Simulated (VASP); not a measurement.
# ScCu3As2 (P6/mmm) in VASP: single point with r2SCAN+rVV10

Aim: the single point of ScCu3As2 with r2SCAN+rVV10.

Everything below comes from runs of VASP 6.6.1. Logs are shortened: lines on timing, memory, paths and dates and some standing lists are left out, and cuts for length are marked.

### Step 1. The cell of the first run

Symmetry: P6/mmm, No. 191, hexagonal system. The conventional cell has a = 5.175 Å, b = 5.175 Å, c = 3.967 Å, α = 90.00°, β = 90.00°, γ = 120.00°. Sc (site symmetry 6/mmm) has 6 As at 2.99 Å and 12 Cu at 3.26 Å and 2 Sc at 3.97 Å within 4.0 Å. Within 3.3 Å of Cu (site symmetry mmm) lie 4 As at 2.48 Å and 4 Cu at 2.59 Å and 4 Sc at 3.26 Å. As (site symmetry -6m2) has 6 Cu at 2.48 Å and 3 As at 2.99 Å and 3 Sc at 2.99 Å within 3.3 Å.

### Step 2. Single point, r2SCAN+rVV10

POSCAR reads:

```
ScCu3As2
1.0
    5.1745165047      0.0000000023      0.0000000000
   -2.5872582544      4.4812627442      0.0000000000
    0.0000000000      0.0000000000      3.9668094118
Sc Cu As
1 3 2
Direct
    0.0000000000      0.0000000000      0.0000000000
    0.5000000000      0.0000000000      0.5000000000
    0.0000000000      0.5000000000      0.5000000000
    0.5000000000      0.5000000000      0.5000000000
    0.3333333333      0.6666666667      0.0000000000
    0.6666666667      0.3333333333      0.0000000000
```

INCAR.step1 reads:

```
ALGO = Normal
EDIFF = 1E-4
ENCUT = 520
GGA = PE
ISMEAR = -1
LASPH = T
LCHARG = F
LREAL = F
LWAVE = T
NBANDS = 36
NELM = 80
PREC = Accurate
SIGMA = 0.03
```

INCAR.step2 reads:

```
ALGO = Normal
BPARAM = 11.95
CPARAM = 0.0093
EDIFF = 1E-6
ENCUT = 520
ISIF = 2
ISMEAR = -1
ISTART = 1
IVDW_NL = 2
LASPH = T
LCHARG = F
LMIXTAU = T
LREAL = F
LUSE_VDW = T
LWAVE = F
METAGGA = R2SCAN
NBANDS = 36
NELM = 80
PREC = Accurate
SIGMA = 0.03
```

KPOINTS reads:

```
k-points
0
Gamma
  6 6 6
```

Potentials or basis: VASP PAW PBE potentials, release 64 (Sc_sv, Cu, As).

Started as:

```
$ cat potpaw_PBE.64/Sc_sv/POTCAR potpaw_PBE.64/Cu/POTCAR potpaw_PBE.64/As/POTCAR > POTCAR
$ cp INCAR.step1 INCAR
$ mpirun -np 1 vasp_std > vasp.out
$ cp INCAR.step2 INCAR
$ mpirun -np 1 vasp_std > vasp.out
```

OUTCAR:

```text
BPARAM = 11.95
   EDIFF = 1E-6
   ENCUT = 520
   ISIF = 2
   ISMEAR = -1
   ISTART = 1
   IVDW_NL = 2
   LASPH = T
   LREAL = F
   METAGGA = R2SCAN
   NELM = 80
   PREC = Accurate

 ion  position               nearest neighbor table
   1  0.000  0.000  0.000-   5 2.99   6 2.99   6 2.99   5 2.99   6 2.99   5 2.99
   2  0.500  0.000  0.500-   5 2.48   6 2.48   5 2.48   6 2.48   3 2.59   3 2.59   4 2.59   4 2.59

   3  0.000  0.500  0.500-   5 2.48   6 2.48   5 2.48   6 2.48   2 2.59   2 2.59   4 2.59   4 2.59

   4  0.500  0.500  0.500-   5 2.48   6 2.48   5 2.48   6 2.48   3 2.59   3 2.59   2 2.59   2 2.59

   5  0.333  0.667  0.000-   3 2.48   3 2.48   2 2.48   2 2.48   4 2.48   4 2.48   1 2.99   1 2.99
                             1 2.99
   6  0.667  0.333  0.000-   3 2.48   3 2.48   2 2.48   2 2.48   4 2.48   4 2.48   1 2.99   1 2.99
                             1 2.99

  LATTYP: Found a hexagonal cell.
 ALAT       =     5.1745165047
 C/A-ratio  =     0.7666048428

  Lattice vectors:

 A1 = (   5.1745165047,   0.0000000023,   0.0000000000)
 A2 = (  -2.5872582544,   4.4812627442,   0.0000000000)
 A3 = (   0.0000000000,   0.0000000000,   3.9668094118)

Analysis of symmetry for initial positions (statically):
=====================================================================
 Subroutine PRICEL returns:
 Original cell was already a primitive cell.

 Routine SETGRP: Setting up the symmetry group for a
 hexagonal supercell.

 Subroutine GETGRP returns: Found 24 space group operations
 (whereof 24 operations were pure point group operations)
 out of a pool of 24 trial point group operations.

The static configuration has the point symmetry D_6h.

Analysis of symmetry for dynamics (positions and initial velocities):
=====================================================================
 Subroutine PRICEL returns:
 Original cell was already a primitive cell.

 Routine SETGRP: Setting up the symmetry group for a
 hexagonal supercell.

 Subroutine GETGRP returns: Found 24 space group operations
 (whereof 24 operations were pure point group operations)
 out of a pool of 24 trial point group operations.

The dynamic configuration has the point symmetry D_6h.

 Subroutine INISYM returns: Found 24 space group operations
 (whereof 24 operations are pure point group operations),
 and found     1 'primitive' translations

----------------------------------------------------------------------------------------

[... 105 lines left out ...]
   NFREE  =      0    steps in history (QN), initial steepest desc. (CG)
   ISIF   =      2    stress and relaxation
   ISYM   =      2    0-nonsym 1-usesym 2-fastsym
   POTIM  = 0.5000    time-step for ionic-motion
   TEBEG  =    0.0;   TEEND  =   0.0 temperature during run
   PSTRESS=    0.0 pullay stress
   NELECT =      54.0000    total number of electrons
   NUPDOWN=      -1.0000    fix difference up-down
   EMIN   =  10.00;   EMAX   =-10.00  energy-range for DOS
   EFERMI =   0.00;   METHOD = LEGACY
   ISMEAR =    -1;   SIGMA  =   0.03  broadening in eV -4-tet -1-fermi 0-gaus
   EFERMI_NEDOS =   21; number of points for ismear=-14 and -15
   IALGO  =     38    algorithm
   IMIX   =      4    mixing-type and parameters
     AMIX     =   0.40;   BMIX     =  1.00
     AMIX_MAG =   1.60;   BMIX_MAG =  1.00
  volume/ion in A,a.u.               =      15.33       103.46
  Fermi-wavevector in a.u.,A,eV,Ry     =   1.370784  2.590405 25.565997  1.879048
  Thomas-Fermi vector in A             =   2.496539
   LORBIT       =      0    0 simple, 1 ext, 2 COOP (PROOUT), +10 PAW based schemes
   METAGGA = R2SCAN    functional components
   LHFCALC =     F    Hartree Fock is set to
   AEXX    =    0.0000 exact exchange contribution
   IVDW_NL    =     2    kernel type
   BPARAM     =11.9500
   IVDW    =     0    specifies the selected vdW correction
   LEPSILON=     F    determine dielectric tensor
   LRPA    =     F    only Hartree local field effects (RPA)
 non-spin polarized calculation
  energy-cutoff  :      520.00
  volume of cell :       91.98
 maximum number of plane-waves:      2523
 NGX is ok and might be reduce to    40
   NGX = 19   NGY = 19   NGZ = 15

 number of electron      54.0000009 magnetization

 Free energy of the ion-electron system (eV)
  ---------------------------------------------------
  ext. energy  EPLUGINS =         0.00000000
  ---------------------------------------------------
  free energy    TOTEN  =       -73.03322411 eV

  energy without entropy =      -73.02050970  energy(sigma->0) =      -73.02686691

 E-fermi :   7.0325     XC(G=0): -12.3223

 val. band max:        7.0214572297   @ k =   0.1667   0.0000   0.1667
 cond. band min:       7.0815153661   @ k =   0.1667   0.0000   0.5000
 fundamental gap:      0.0600581365
 Fermi energy:         7.0324856862

 k-point     1 :       0.0000    0.0000    0.0000
  band No.  band energies     occupation
      1     -45.0300      2.00000
      2     -22.6927      2.00000
      3     -22.6927      2.00000
      4     -22.6661      2.00000
      5      -7.6233      2.00000
      6      -3.6059      2.00000
[... 925 lines left out ...]
     35      12.1271      0.00000
     36      13.1343      0.00000

 [... further k-points ...]

------------------------ aborting loop because EDIFF is reached ----------------------------------------

  FORCE on cell =-STRESS in cart. coord.  units (eV):
  Direction    XX          YY          ZZ          XY          YZ          ZX
  --------------------------------------------------------------------------------------
  -------------------------------------------------------------------------------------
  Total        0.3560941      0.3560941      0.4162226     -0.0000000     -0.0000000      0.0000000
  in kB        6.2024577      6.2024577      7.2497790     -0.0000000     -0.0000000      0.0000000
  external PRESSURE =       6.5515648 kB  Pullay stress =       0.0000000 kB

 VOLUME and BASIS-vectors are now :
 -----------------------------------------------------------------------------
  energy-cutoff  :      520.00
  volume of cell :       91.98
      direct lattice vectors                 reciprocal lattice vectors
     5.174516505  0.000000002  0.000000000     0.193254771  0.111575694  0.000000000
    -2.587258254  4.481262744  0.000000000    -0.000000000  0.223151388  0.000000000
     0.000000000  0.000000000  3.966809412     0.000000000  0.000000000  0.252091769

 POSITION                                       TOTAL-FORCE (eV/Angst)
 -----------------------------------------------------------------------------------
      0.00000      0.00000      0.00000         0.000000      0.000000     -0.000000
      2.58726      0.00000      1.98340         0.000000      0.000000     -0.000000
     -1.29363      2.24063      1.98340         0.000000      0.000000     -0.000000
      1.29363      2.24063      1.98340         0.000000      0.000000     -0.000000
     -0.00000      2.98751      0.00000         0.000000      0.000000     -0.000000
      2.58726      1.49375      0.00000        -0.000000     -0.000000      0.000000
 -----------------------------------------------------------------------------------
    total drift:                               -0.000000      0.000000     -0.000000

  FREE ENERGIE OF THE ION-ELECTRON SYSTEM (eV)
  ---------------------------------------------------
  free  energy   TOTEN  =       -73.0332241101 eV

  energy  without entropy=      -73.0205097047  energy(sigma->0) =      -73.02686691
```

Wall time 9.4 min (1 thread of Intel Xeon 8259CL, shared host); peak memory 0.46 GiB.

What came out:

- Free energy: -73.0332 eV
- Pressure: 0.7 GPa
- Band gap on the k mesh: zero (bands 27 and 28 overlap by 0.48 eV)

Caveat: the PAW data sets were made with another functional, which shifts forces and pressure a little.
